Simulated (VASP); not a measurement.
# BaTiO3 (R3m) in VASP: single point with PBE

Aim: the single point of BaTiO3 with PBE.

All numbers are computed with VASP 6.6.1; they aren't measurements. Logs are shortened: lines on timing, memory, paths and dates and some standing lists are left out, and cuts for length are marked.

### Step 1. The cell of the first run

The structure is trigonal, space group R3m (No. 160). The conventional cell has a = 5.655 Å, b = 5.655 Å, c = 6.953 Å, α = 90.00°, β = 90.00°, γ = 120.00°. Within 3.7 Å of Ba (site symmetry 3m) lie 12 O at 2.79 to 2.88 Å and 8 Ti at 3.38 to 3.57 Å. Within 2.5 Å of Ti (site symmetry 3m) lie 6 O at 1.88 to 2.14 Å. O (site symmetry m) has 2 Ti at 1.88 to 2.14 Å within 2.5 Å.

### Step 2. Single point, PBE

INCAR

```
  PREC = Accurate
  ENCUT = 910
  EDIFF = 1E-6
  ISMEAR = 0
  SIGMA = 0.02
  LREAL = F
  LASPH = T
  NELM = 120
  ALGO = Normal
  ISIF = 2
  LWAVE = F
  LCHARG = F
  GGA = PE
  NBANDS = 28
  GGA_COMPAT = F
```

KPOINTS

```
regular mesh
0
Gamma
  6 6 6
```

POSCAR

```
BaTiO3
1.0
    2.8276681575      1.6325549719      2.3177316080
   -2.8276681575      1.6325549719      2.3177316080
    0.0000000000     -3.2651099438      2.3177316080
Ba Ti O
1 1 3
Direct
    0.0000000000      0.0000000000      0.0000000000
    0.5140000000      0.5140000000      0.5140000000
    0.4916000000      0.4916000000      0.9815000000
    0.4916000000      0.9815000000      0.4916000000
    0.9815000000      0.4916000000      0.4916000000
```

Potentials or basis: VASP PAW PBE potentials, release 64 (Ba_sv, Ti_sv, O_h).

Launch:

```sh
$ cat potpaw_PBE.64/Ba_sv/POTCAR potpaw_PBE.64/Ti_sv/POTCAR potpaw_PBE.64/O_h/POTCAR > POTCAR
$ mpirun -np 1 vasp_std > vasp.out
```

OUTCAR:

```text
PREC = Accurate
   ENCUT = 910
   EDIFF = 1E-6
   ISMEAR = 0
   LREAL = F
   LASPH = T
   NELM = 120
   ISIF = 2
   GGA = PE

 ion  position               nearest neighbor table
   1  0.000  0.000  0.000-   3 2.79   4 2.79   5 2.79   5 2.83   4 2.83   4 2.83   5 2.83   3 2.83
                             3 2.83   3 2.88   4 2.88   5 2.88   2 3.38   2 3.43   2 3.43   2 3.43
   2  0.514  0.514  0.514-   3 1.88   4 1.88   5 1.88   3 2.14   4 2.14   5 2.14   1 3.38   1 3.43
                             1 3.43   1 3.43   1 3.50   1 3.50   1 3.50   1 3.57
   3  0.492  0.492  0.981-   2 1.88   2 2.14   1 2.79   1 2.83   1 2.83   1 2.88
   4  0.492  0.981  0.492-   2 1.88   2 2.14   1 2.79   1 2.83   1 2.83   1 2.88
   5  0.981  0.492  0.492-   2 1.88   2 2.14   1 2.79   1 2.83   1 2.83   1 2.88

  LATTYP: Found a trigonal (rhomboedric) cell.
 ALAT       =     4.0041007420
 COS(alpha) =     0.0025827226

  Lattice vectors:

 A1 = (   2.8276681575,   1.6325549719,   2.3177316080)
 A2 = (  -2.8276681575,   1.6325549719,   2.3177316080)
 A3 = (   0.0000000000,  -3.2651099438,   2.3177316080)

Analysis of symmetry for initial positions (statically):
=====================================================================
 Subroutine PRICEL returns:
 Original cell was already a primitive cell.

 Routine SETGRP: Setting up the symmetry group for a
 trigonal (rhombohedral) supercell.

 Subroutine GETGRP returns: Found  6 space group operations
 (whereof  6 operations were pure point group operations)
 out of a pool of 12 trial point group operations.

The static configuration has the point symmetry C_3v.

Analysis of symmetry for dynamics (positions and initial velocities):
=====================================================================
 Subroutine PRICEL returns:
 Original cell was already a primitive cell.

 Routine SETGRP: Setting up the symmetry group for a
 trigonal (rhombohedral) supercell.

 Subroutine GETGRP returns: Found  6 space group operations
 (whereof  6 operations were pure point group operations)
 out of a pool of 12 trial point group operations.

The dynamic configuration has the point symmetry C_3v.

 Subroutine INISYM returns: Found  6 space group operations
 (whereof  6 operations are pure point group operations),
 and found     1 'primitive' translations

----------------------------------------------------------------------------------------

                                     Primitive cell

  volume of cell :      64.1964

  direct lattice vectors                    reciprocal lattice vectors
     2.827668157  1.632554972  2.317731608     0.176824143  0.102089467  0.143818780
    -2.827668157  1.632554972  2.317731608    -0.176824143  0.102089467  0.143818780
     0.000000000 -3.265109944  2.317731608     0.000000000 -0.204178934  0.143818780

  length of vectors
     4.004100742  4.004100742  4.004100742     0.249745628  0.249745628  0.249745628

  position of ions in fractional coordinates (direct lattice)
     0.000000000  0.000000000  0.000000000
     0.514000000  0.514000000  0.514000000
     0.491600000  0.491600000  0.981500000
     0.491600000  0.981500000  0.491600000
     0.981500000  0.491600000  0.491600000

  ion indices of the primitive-cell ions
   primitive index   ion index
                 1           1
                 2           2
                 3           3
                 4           4
                 5           5

----------------------------------------------------------------------------------------

 KPOINTS: regular mesh

Automatic generation of k-mesh.
 Grid dimensions read from file:
 generate k-points for:    6    6    6

 Generating k-lattice:

  Cartesian coordinates                     Fractional coordinates (reciprocal lattice)
     0.029470691  0.017014911  0.023969797     0.166666667  0.000000000  0.000000000
    -0.029470691  0.017014911  0.023969797     0.000000000  0.166666667  0.000000000
     0.000000000 -0.034029822  0.023969797     0.000000000  0.000000000  0.166666667

  Length of vectors
     0.041624271  0.041624271  0.041624271

  Shift w.r.t. Gamma in fractional coordinates (k-lattice)
     0.000000000  0.000000000  0.000000000

 Subroutine IBZKPT returns following result:
 ===========================================

 Found     32 irreducible k-points:

 Following reciprocal coordinates:
            Coordinates               Weight
  0.000000  0.000000  0.000000      1.000000
  0.166667 -0.000000  0.000000      6.000000
  0.333333 -0.000000  0.000000      6.000000
  0.500000 -0.000000 -0.000000      3.000000
  0.166667  0.166667  0.000000      6.000000
  0.333333  0.166667  0.000000     12.000000
[... 16 lines left out ...]
  0.500000  0.500000  0.166667      6.000000
 -0.333333  0.500000  0.166667     12.000000
 [... further k-points ...]
   k-points           NKPTS =     32   k-points in BZ     NKDIM =     32   number of bands    NBANDS=     28
   number of dos      NEDOS =    301   number of ions     NIONS =      5
   total plane-waves  NPLWV =  64000
   dimension x,y,z NGX =    40 NGY =   40 NGZ =   40
   dimension x,y,z NGXF=    80 NGYF=   80 NGZF=   80
   ions per type =               1   1   3
   NGX,Y,Z   is equivalent  to a cutoff of  16.61, 16.61, 16.61 a.u.
   NGXF,Y,Z  is equivalent  to a cutoff of  33.22, 33.22, 33.22 a.u.
 SYSTEM =  unknown system
   PREC   = accura    normal or accurate (medium, high low for compatibility)
   ISTART =      0    job   : 0-new  1-cont  2-samecut
   ICHARG =      2    charge: 1-file 2-atom 10-const
   ISPIN  =      1    spin polarized calculation?
   LNONCOLLINEAR =      F non collinear calculations
   LSORBIT =      F    spin-orbit coupling
   LASPH  =      T    aspherical Exc in radial PAW
   ENCUT  =  910.0 eV  66.88 Ry    8.18 a.u.   9.85  9.85  9.85*2*pi/ulx,y,z
   NELM   =    120;   NELMIN=  2; NELMDL= -5     # of ELM steps
   EDIFF  = 0.1E-05   stopping-criterion for ELM
   LREAL  =      F    real-space projection
   EDIFFG = 0.1E-04   stopping-criterion for IOM
   NSW    =      0    number of steps for IOM
   IBRION =     -1    ionic relax: 0-MD 1-quasi-New 2-CG
   NFREE  =      0    steps in history (QN), initial steepest desc. (CG)
   ISIF   =      2    stress and relaxation
   ISYM   =      2    0-nonsym 1-usesym 2-fastsym
   POTIM  = 0.5000    time-step for ionic-motion
   TEBEG  =    0.0;   TEEND  =   0.0 temperature during run
   PSTRESS=    0.0 pullay stress
   NELECT =      40.0000    total number of electrons
   NUPDOWN=      -1.0000    fix difference up-down
   EMIN   =  10.00;   EMAX   =-10.00  energy-range for DOS
   EFERMI =   0.00;   METHOD = LEGACY
   ISMEAR =     0;   SIGMA  =   0.02  broadening in eV -4-tet -1-fermi 0-gaus
   EFERMI_NEDOS =   21; number of points for ismear=-14 and -15
   IALGO  =     38    algorithm
   IMIX   =      4    mixing-type and parameters
     AMIX     =   0.40;   BMIX     =  1.00
     AMIX_MAG =   1.60;   BMIX_MAG =  1.00
  volume/ion in A,a.u.               =      12.84        86.64
  Fermi-wavevector in a.u.,A,eV,Ry     =   1.398271  2.642349 26.601582  1.955161
  Thomas-Fermi vector in A             =   2.521445
   LORBIT       =      0    0 simple, 1 ext, 2 COOP (PROOUT), +10 PAW based schemes
   GGA     = PE    functional components
   LHFCALC =     F    Hartree Fock is set to
   AEXX    =    0.0000 exact exchange contribution
   IVDW    =     0    specifies the selected vdW correction
   LEPSILON=     F    determine dielectric tensor
   LRPA    =     F    only Hartree local field effects (RPA)
 non-spin polarized calculation
 Gauss-broadening in eV      SIGMA  =   0.02
  energy-cutoff  :      910.00
  volume of cell :       64.20
 maximum number of plane-waves:      4032
   NGX = 19   NGY = 19   NGZ = 19

 number of electron      39.9999992 magnetization

 Free energy of the ion-electron system (eV)
  ---------------------------------------------------
  ext. energy  EPLUGINS =         0.00000000
  ---------------------------------------------------
  free energy    TOTEN  =       -40.01729329 eV

  energy without entropy =      -40.01729329  energy(sigma->0) =      -40.01729329

 E-fermi :   4.2487     XC(G=0): -11.2392

 val. band max:        4.1286872758   @ k =   0.5000   0.5000   0.5000
 cond. band min:       6.4848262949   @ k =   0.0000   0.0000   0.0000
 fundamental gap:      2.3561390191
 Fermi energy:         4.2487180597

 k-point     1 :       0.0000    0.0000    0.0000
  band No.  band energies     occupation
      1     -52.1697      2.00000
      2     -28.4243      2.00000
      3     -28.4243      2.00000
      4     -28.4240      2.00000
      5     -20.6776      2.00000
      6     -12.6998      2.00000
[... 20 lines left out ...]
     27       9.1981      0.00000
     28      11.5028      0.00000

 k-point     2 :       0.1667   -0.0000    0.0000
  band No.  band energies     occupation
      1     -52.1694      2.00000
      2     -28.4376      2.00000
      3     -28.4238      2.00000
      4     -28.4235      2.00000
      5     -20.6487      2.00000
      6     -12.7209      2.00000
[... 20 lines left out ...]
     27       9.7289      0.00000
     28      12.1563      0.00000

 k-point     3 :       0.3333   -0.0000    0.0000
  band No.  band energies     occupation
      1     -52.1689      2.00000
      2     -28.4641      2.00000
      3     -28.4227      2.00000
      4     -28.4225      2.00000
      5     -20.5896      2.00000
      6     -12.8440      2.00000
[... 20 lines left out ...]
     27      10.9684      0.00000
     28      12.4574      0.00000

 k-point     4 :       0.5000   -0.0000   -0.0000
  band No.  band energies     occupation
      1     -52.1687      2.00000
      2     -28.4773      2.00000
      3     -28.4222      2.00000
      4     -28.4220      2.00000
      5     -20.5594      2.00000
      6     -12.9267      2.00000
[... 578 lines left out ...]
     27      11.6401      0.00000
     28      12.6333      0.00000

 k-point    23 :       0.5000    0.5000    0.1667
  band No.  band energies     occupation
      1     -52.1674      2.00000
      2     -28.4733      2.00000
      3     -28.4728      2.00000
      4     -28.4329      2.00000
      5     -20.4678      2.00000
      6     -12.2191      2.00000
[... 20 lines left out ...]
     27      12.6665      0.00000
     28      13.0001      0.00000

 k-point    24 :      -0.3333    0.5000    0.1667
  band No.  band energies     occupation
      1     -52.1677      2.00000
      2     -28.4739      2.00000
      3     -28.4603      2.00000
      4     -28.4334      2.00000
      5     -20.4863      2.00000
      6     -12.3956      2.00000
[... 20 lines left out ...]
     27      12.3167      0.00000
     28      12.7791      0.00000

 [... further k-points ...]

------------------------ aborting loop because EDIFF is reached ----------------------------------------

  FORCE on cell =-STRESS in cart. coord.  units (eV):
  Direction    XX          YY          ZZ          XY          YZ          ZX
  --------------------------------------------------------------------------------------
  -------------------------------------------------------------------------------------
  Total        2.6158459      2.6158459      2.4646945      0.0000000      0.0000000      0.0000000
  in kB       65.2848020     65.2848020     61.5124517      0.0000000      0.0000000      0.0000000
  external PRESSURE =      64.0273519 kB  Pullay stress =       0.0000000 kB

 VOLUME and BASIS-vectors are now :
 -----------------------------------------------------------------------------
  energy-cutoff  :      910.00
  volume of cell :       64.20
      direct lattice vectors                 reciprocal lattice vectors
     2.827668157  1.632554972  2.317731608     0.176824143  0.102089467  0.143818780
    -2.827668157  1.632554972  2.317731608    -0.176824143  0.102089467  0.143818780
     0.000000000 -3.265109944  2.317731608     0.000000000 -0.204178934  0.143818780

 POSITION                                       TOTAL-FORCE (eV/Angst)
 -----------------------------------------------------------------------------------
      0.00000      0.00000      0.00000         0.000000      0.000000      0.073185
      0.00000      0.00000      3.57394         0.000000      0.000000     -0.098922
      0.00000     -1.59958      4.55365         0.000000     -0.197110      0.008579
     -1.38527      0.79979      4.55365        -0.170702      0.098555      0.008579
      1.38527      0.79979      4.55365         0.170702      0.098555      0.008579
 -----------------------------------------------------------------------------------
    total drift:                                0.000000     -0.000004     -0.002100

  FREE ENERGIE OF THE ION-ELECTRON SYSTEM (eV)
  ---------------------------------------------------
  free  energy   TOTEN  =       -40.0172932888 eV

  energy  without entropy=      -40.0172932888  energy(sigma->0) =      -40.01729329
```

Wall time 71 s (1 thread of AMD EPYC 9R45 (Zen 5), shared host); peak memory 0.3 GiB.

Results:

| Item | Value |
| --- | --- |
| Free energy | -40.0173 eV |
| Pressure | 6.4 GPa |
| Largest force | 0.197 eV/Å |
| Band gap on the k mesh | 2.36 eV (least direct gap 2.74 eV) |

Forces on the atoms (eV/Å):
```
Ba   0.000  0.000  0.073
Ti   0.000  0.000 -0.099
O    0.000 -0.197  0.009
O   -0.171  0.099  0.009
O    0.171  0.099  0.009
```

Levels at points of the mesh, in eV from the valence-band top:
```csv
k point,band 16,band 17,band 18,band 19,band 20,band 21,band 22,band 23,band 24,band 25
"(0.00, 0.00, 0.00)",-1.30,-1.07,-0.51,-0.39,-0.39,2.36,2.36,2.48,4.47,4.47
"(0.50, 0.00, 0.00)",-2.10,-1.68,-1.63,-0.94,-0.83,2.52,3.78,3.87,4.43,6.17
"(0.50, 0.50, 0.00)",-2.70,-1.62,-0.89,-0.85,-0.09,3.85,3.85,4.19,5.06,7.83
"(0.50, 0.50, 0.50)",-2.39,-2.36,-0.02,-0.02,0.00,4.34,4.48,4.48,6.63,6.63
```

Caveat: the cutoff is under 1.25 times the usual one of these potentials, so pressure, stress and relaxed cells hold a basis-set (Pulay) error; the cell stands under pressure; spin-orbit coupling is left out, which moves the levels of the heavy elements.
